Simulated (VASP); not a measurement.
# SiC (C222_1) in VASP: further runs

The runs below take SiC through single point, with PBE.

Everything below comes from runs of VASP 6.6.1. Logs are shortened: lines on timing, memory, paths and dates and some standing lists are left out, and cuts for length are marked.

**1. The cell of the first run**

Symmetry: C222_1, No. 20, orthorhombic system. Conventional cell: a = 4.380 Å, b = 4.380 Å, c = 4.380 Å, α = 90.00°, β = 90.00°, γ = 90.00°. Si (site symmetry 2) has 4 C at 1.69 to 2.13 Å within 2.2 Å. C (site symmetry 2) has 4 Si at 1.69 to 2.13 Å within 2.2 Å.

**2. Single point, PBE (mode 7 (741.2 1/cm) frozen in, largest displacement -0.300 Å)**

Input file INCAR:

```
PREC     = Accurate       # precision mode
ENCUT    = 600            # plane-wave cutoff, eV
EDIFF    = 1E-6           # SCF threshold, eV
ISMEAR   = 0              # smearing method
SIGMA    = 0.05           # smearing width, eV
LREAL    = F              # projectors in reciprocal space
LASPH    = T              # aspherical terms in the spheres
NELM     = 120            # most SCF steps
ALGO     = Normal         # electronic algorithm
ISIF     = 2              # what is computed and relaxed
LWAVE    = F              # write WAVECAR
LCHARG   = T              # write CHGCAR
GGA      = PE             # functional
LELF     = T              # ELF
LVHAR    = T            
NBANDS   = 16             # bands
GGA_COMPAT= F
```

Input file KPOINTS:

```
regular mesh
0
Gamma
  10 10 6
```

Input file POSCAR:

```
SiC
1.0
    0.0000000000     -2.1898640950     -2.1898640950
    0.0000000000      2.1898640950     -2.1898640950
    4.3797281900      0.0000000000      0.0000000000
Si C
2 2
Direct
    0.4807427855      0.4807427855      0.5000000000
    0.0192572145      0.0192572145      0.0000000000
    1.0684974014      0.4315025986      0.2500000000
    0.4315025986      0.0684974014      0.7500000000
```

Potentials or basis: VASP PAW PBE potentials, release 64 (Si, C).

Started as:

```console
$ cat potpaw_PBE.64/Si/POTCAR potpaw_PBE.64/C/POTCAR > POTCAR
$ mpirun -np 1 vasp_std > vasp.out
```

OUTCAR:

```text
PREC = Accurate
   ENCUT = 600
   EDIFF = 1E-6
   ISMEAR = 0
   LREAL = F
   LASPH = T
   NELM = 120
   ISIF = 2
   GGA = PE

 ion  position               nearest neighbor table
   1  0.481  0.481  0.500-   3 1.69   4 1.69   3 2.13   4 2.13   2 2.98   2 2.98   2 3.10   2 3.10
                             2 3.10   2 3.10
   2  0.019  0.019  0.000-   3 1.69   4 1.69   3 2.13   4 2.13   1 2.98   1 2.98   1 3.10   1 3.10
                             1 3.10   1 3.10
   3  0.068  0.432  0.250-   1 1.69   2 1.69   2 2.13   1 2.13
   4  0.432  0.068  0.750-   1 1.69   2 1.69   2 2.13   1 2.13

  LATTYP: Found a simple tetragonal cell.
 ALAT       =     3.0969355029
 C/A-ratio  =     1.4142135624

  Lattice vectors:

 A1 = (   0.0000000000,  -2.1898640950,  -2.1898640950)
 A2 = (   0.0000000000,   2.1898640950,  -2.1898640950)
 A3 = (   4.3797281900,   0.0000000000,   0.0000000000)

Analysis of symmetry for initial positions (statically):
=====================================================================
 Subroutine PRICEL returns:
 Original cell was already a primitive cell.

 Routine SETGRP: Setting up the symmetry group for a
 simple tetragonal supercell.

 Subroutine GETGRP returns: Found  4 space group operations
 (whereof  2 operations were pure point group operations)
 out of a pool of 16 trial point group operations.

The static configuration has the point symmetry C_2 .
 The point group associated with its full space group is D_2 .

Analysis of symmetry for dynamics (positions and initial velocities):
=====================================================================
 Subroutine PRICEL returns:
 Original cell was already a primitive cell.

 Routine SETGRP: Setting up the symmetry group for a
 simple tetragonal supercell.

 Subroutine GETGRP returns: Found  4 space group operations
 (whereof  2 operations were pure point group operations)
 out of a pool of 16 trial point group operations.

The dynamic configuration has the point symmetry C_2 .
 The point group associated with its full space group is D_2 .

 Subroutine INISYM returns: Found  4 space group operations
 (whereof  2 operations are pure point group operations),
 and found     1 'primitive' translations

----------------------------------------------------------------------------------------

                                     Primitive cell

  volume of cell :      42.0060

  direct lattice vectors                    reciprocal lattice vectors
     0.000000000 -2.189864095 -2.189864095     0.000000000 -0.228324671 -0.228324671
     0.000000000  2.189864095 -2.189864095     0.000000000  0.228324671 -0.228324671
     4.379728190  0.000000000  0.000000000     0.228324671  0.000000000  0.000000000

  length of vectors
     3.096935503  3.096935503  4.379728190     0.322899847  0.322899847  0.228324671

  position of ions in fractional coordinates (direct lattice)
     0.480742785  0.480742785  0.500000000
     0.019257215  0.019257215  0.000000000
     0.068497401  0.431502599  0.250000000
     0.431502599  0.068497401  0.750000000

  ion indices of the primitive-cell ions
   primitive index   ion index
                 1           1
                 2           2
                 3           3
                 4           4

----------------------------------------------------------------------------------------

 KPOINTS: regular mesh

Automatic generation of k-mesh.
 Grid dimensions read from file:
 generate k-points for:   10   10    6

 Generating k-lattice:

  Cartesian coordinates                     Fractional coordinates (reciprocal lattice)
     0.000000000 -0.022832467 -0.022832467     0.100000000  0.000000000  0.000000000
     0.000000000  0.022832467 -0.022832467     0.000000000  0.100000000  0.000000000
     0.038054112  0.000000000  0.000000000     0.000000000  0.000000000  0.166666667

  Length of vectors
     0.032289985  0.032289985  0.038054112

  Shift w.r.t. Gamma in fractional coordinates (k-lattice)
     0.000000000  0.000000000  0.000000000

 Subroutine IBZKPT returns following result:
 ===========================================

 Found    124 irreducible k-points:

 Following reciprocal coordinates:
            Coordinates               Weight
  0.000000  0.000000  0.000000      1.000000
  0.100000  0.000000  0.000000      4.000000
  0.200000  0.000000  0.000000      4.000000
  0.300000  0.000000  0.000000      4.000000
  0.400000  0.000000  0.000000      4.000000
  0.500000  0.000000  0.000000      2.000000
[... 16 lines left out ...]
  0.300000  0.300000  0.000000      2.000000
 -0.300000  0.300000  0.000000      2.000000
 [... further k-points ...]
   k-points           NKPTS =    124   k-points in BZ     NKDIM =    124   number of bands    NBANDS=     16
   number of dos      NEDOS =    301   number of ions     NIONS =      4
   total plane-waves  NPLWV =  28224
   dimension x,y,z NGX =    28 NGY =   28 NGZ =   36
   dimension x,y,z NGXF=    56 NGYF=   56 NGZF=   72
   ions per type =               2   2
   NGX,Y,Z   is equivalent  to a cutoff of  15.03, 15.03, 13.66 a.u.
   NGXF,Y,Z  is equivalent  to a cutoff of  30.06, 30.06, 27.33 a.u.
 SYSTEM =  unknown system
   PREC   = accura    normal or accurate (medium, high low for compatibility)
   ISTART =      0    job   : 0-new  1-cont  2-samecut
   ICHARG =      2    charge: 1-file 2-atom 10-const
   ISPIN  =      1    spin polarized calculation?
   LNONCOLLINEAR =      F non collinear calculations
   LSORBIT =      F    spin-orbit coupling
   LASPH  =      T    aspherical Exc in radial PAW
   ENCUT  =  600.0 eV  44.10 Ry    6.64 a.u.   6.19  6.19  8.75*2*pi/ulx,y,z
   NELM   =    120;   NELMIN=  2; NELMDL= -5     # of ELM steps
   EDIFF  = 0.1E-05   stopping-criterion for ELM
   LREAL  =      F    real-space projection
   EDIFFG = 0.1E-04   stopping-criterion for IOM
   NSW    =      0    number of steps for IOM
   IBRION =     -1    ionic relax: 0-MD 1-quasi-New 2-CG
   NFREE  =      0    steps in history (QN), initial steepest desc. (CG)
   ISIF   =      2    stress and relaxation
   ISYM   =      2    0-nonsym 1-usesym 2-fastsym
   POTIM  = 0.5000    time-step for ionic-motion
   TEBEG  =    0.0;   TEEND  =   0.0 temperature during run
   PSTRESS=    0.0 pullay stress
   NELECT =      16.0000    total number of electrons
   NUPDOWN=      -1.0000    fix difference up-down
   EMIN   =  10.00;   EMAX   =-10.00  energy-range for DOS
   EFERMI =   0.00;   METHOD = LEGACY
   ISMEAR =     0;   SIGMA  =   0.05  broadening in eV -4-tet -1-fermi 0-gaus
   EFERMI_NEDOS =   21; number of points for ismear=-14 and -15
   IALGO  =     38    algorithm
   IMIX   =      4    mixing-type and parameters
     AMIX     =   0.40;   BMIX     =  1.00
     AMIX_MAG =   1.60;   BMIX_MAG =  1.00
  volume/ion in A,a.u.               =      10.50        70.87
  Fermi-wavevector in a.u.,A,eV,Ry     =   1.186709  2.242555 19.160797  1.408279
  Thomas-Fermi vector in A             =   2.322876
   LORBIT       =      0    0 simple, 1 ext, 2 COOP (PROOUT), +10 PAW based schemes
   GGA     = PE    functional components
   LHFCALC =     F    Hartree Fock is set to
   AEXX    =    0.0000 exact exchange contribution
   IVDW    =     0    specifies the selected vdW correction
   LEPSILON=     F    determine dielectric tensor
   LRPA    =     F    only Hartree local field effects (RPA)
 non-spin polarized calculation
 Gauss-broadening in eV      SIGMA  =   0.05
  energy-cutoff  :      600.00
  volume of cell :       42.01
 maximum number of plane-waves:      1432
 NGX is ok and might be reduce to    28
   NGX = 13   NGY = 13   NGZ = 17

 number of electron      15.9999999 magnetization

 Free energy of the ion-electron system (eV)
  ---------------------------------------------------
  ext. energy  EPLUGINS =         0.00000000
  ---------------------------------------------------
  free energy    TOTEN  =       -27.52460794 eV

  energy without entropy =      -27.52460794  energy(sigma->0) =      -27.52460794

 E-fermi :   8.4463     XC(G=0): -11.2628

 val. band max:        8.2371117790   @ k =   0.0000   0.0000   0.0000
 cond. band min:       8.8090349695   @ k =   0.5000   0.5000   0.0000
 fundamental gap:      0.5719231905
 Fermi energy:         8.4463175910

 k-point     1 :       0.0000    0.0000    0.0000
  band No.  band energies     occupation
      1      -7.5632      2.00000
      2      -2.5739      2.00000
      3      -0.1861      2.00000
      4       4.6006      2.00000
      5       4.7766      2.00000
      6       7.2301      2.00000
[... 8 lines left out ...]
     15      20.3939      0.00000
     16      22.0627      0.00000

 k-point     2 :       0.1000    0.0000    0.0000
  band No.  band energies     occupation
      1      -7.4409      2.00000
      2      -2.5311      2.00000
      3      -0.0996      2.00000
      4       3.9404      2.00000
      5       4.7483      2.00000
      6       7.0183      2.00000
[... 8 lines left out ...]
     15      20.0723      0.00000
     16      21.2867      0.00000

 k-point     3 :       0.2000    0.0000    0.0000
  band No.  band energies     occupation
      1      -7.0807      2.00000
      2      -2.4653      2.00000
      3       0.1112      2.00000
      4       2.7014      2.00000
      5       4.8694      2.00000
      6       6.1310      2.00000
[... 8 lines left out ...]
     15      19.3982      0.00000
     16      20.0872      0.00000
[... 362 lines left out ...]
 k-point    23 :       0.3000    0.3000    0.0000
  band No.  band energies     occupation
      1      -5.4980      2.00000
      2      -2.1866      2.00000
      3       0.3123      2.00000
      4       2.8901      2.00000
      5       2.9376      2.00000
      6       4.1895      2.00000
[... 8 lines left out ...]
     15      18.2253      0.00000
     16      19.4443      0.00000

 k-point    24 :      -0.3000    0.3000    0.0000
  band No.  band energies     occupation
      1      -5.4865      2.00000
      2      -2.2539      2.00000
      3       0.4400      2.00000
      4       2.8138      2.00000
      5       2.9562      2.00000
      6       4.2621      2.00000
[... 8 lines left out ...]
     15      19.2985      0.00000
     16      20.1143      0.00000

 [... further k-points ...]

------------------------ aborting loop because EDIFF is reached ----------------------------------------

  FORCE on cell =-STRESS in cart. coord.  units (eV):
  Direction    XX          YY          ZZ          XY          YZ          ZX
  --------------------------------------------------------------------------------------
  -------------------------------------------------------------------------------------
  Total        9.8132809      1.4319818      5.9952819      0.0000000      0.0000000      0.0000000
  in kB      374.2944021     54.6181011    228.6697481      0.0000000      0.0000000      0.0000000
  external PRESSURE =     219.1940838 kB  Pullay stress =       0.0000000 kB

 VOLUME and BASIS-vectors are now :
 -----------------------------------------------------------------------------
  energy-cutoff  :      600.00
  volume of cell :       42.01
      direct lattice vectors                 reciprocal lattice vectors
     0.000000000 -2.189864095 -2.189864095     0.000000000 -0.228324671 -0.228324671
     0.000000000  2.189864095 -2.189864095     0.000000000  0.228324671 -0.228324671
     4.379728190  0.000000000  0.000000000     0.228324671  0.000000000  0.000000000

 POSITION                                       TOTAL-FORCE (eV/Angst)
 -----------------------------------------------------------------------------------
      2.18986      0.00000     -2.10552        -0.000000      0.000000     -5.363429
      0.00000      0.00000     -0.08434        -0.000000      0.000000      5.363429
      1.09493      0.79493     -1.09493         0.000000      7.176421     -0.000000
      3.28480     -0.79493     -1.09493        -0.000000     -7.176421     -0.000000
 -----------------------------------------------------------------------------------
    total drift:                                0.000000      0.000000     -0.000000

  FREE ENERGIE OF THE ION-ELECTRON SYSTEM (eV)
  ---------------------------------------------------
  free  energy   TOTEN  =       -27.5246079393 eV

  energy  without entropy=      -27.5246079393  energy(sigma->0) =      -27.52460794
```

Wall time 52 s (1 thread of Intel Xeon 6975P-C (Granite Rapids), shared host); peak memory 0.22 GiB.

What came out:

- Free energy: -27.5246 eV
- Pressure: 21.9 GPa
- Largest force: 7.176 eV/Å
- Band gap on the k mesh: 0.57 eV, indirect (least direct gap 1.90 eV)

Forces in eV/Å, atoms in the order of the input:
```
Si   0.000  0.000 -5.363
Si   0.000  0.000  5.363
C    0.000  7.176  0.000
C    0.000 -7.176  0.000
```

Stress tensor (GPa, compression positive):
```
37.43  0.00  0.00
 0.00  5.46  0.00
 0.00  0.00 22.87
```

Levels at points of the mesh, in eV from the valence-band top:
```
           k point  band 6  band 7  band 8  band 9  band 10  band 11
(0.00, 0.00, 0.00)   -1.01   -0.83    0.00    1.90     3.69     4.88
(0.50, 0.00, 0.00)   -4.02   -1.86   -0.83    4.30     4.74     6.62
(0.50, 0.50, 0.00)   -4.26   -4.13   -2.66    0.57     1.99     3.92
(0.00, 0.00, 0.50)   -2.22   -1.78   -1.78    3.30     3.30     4.68
(0.50, 0.00, 0.50)   -2.31   -0.73   -0.73    4.42     4.42     6.09
(0.50, 0.50, 0.50)   -5.54   -4.15   -4.15    3.38     3.38     8.53
```

Caveat: the cell differs from its parent crystal (mode 7 (741.2 1/cm) frozen in, largest displacement -0.300 Å); forces of over 1 eV/Å act on the atoms, so gaps and moduli don't describe the material at rest. A k mesh can miss the band edges.

(Part 1 of 3 ends here.)
